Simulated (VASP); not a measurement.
Input of a VASP 6.6.1 run:

The input INCAR:

```
PREC = Accurate ; ENCUT = 520
EDIFF = 1E-6 ; ISMEAR = 0
SIGMA = 0.1 ; LREAL = F
LASPH = T ; NELM = 80
ALGO = Fast ; ISIF = 2
LWAVE = F ; LCHARG = F
GGA = PE ; NBANDS = 22
```

File KPOINTS:

```
Automatic mesh
0
Gamma
  12 12 8
```

Contents of POSCAR:

```
CsAg2
1.0
    4.8502326448     -0.0000000032      0.0000000000
   -2.4251163196      4.2004246862      0.0000000000
    0.0000000000      0.0000000000      5.4618490275
Cs Ag
1 2
Direct
    0.0000000000      0.0000000000      0.5000000000
    0.3333333333      0.6666666667      1.0000092110
    0.6666666667      0.3333333333     -0.0000092110
```

Potentials or basis: VASP PAW PBE potentials, release 64 (Cs_sv, Ag).

Launch:

```console
$ cat potpaw_PBE.64/Cs_sv/POTCAR potpaw_PBE.64/Ag/POTCAR > POTCAR
$ mpirun -np 1 vasp_std > vasp.out
```

Estimate the pressure.

0.0 GPa.

Estimate the band gap on the k mesh.

zero (an odd number of electrons rules out a gap without spin polarisation).

Caveat: spin-orbit coupling is left out, which moves the levels of the heavy elements.
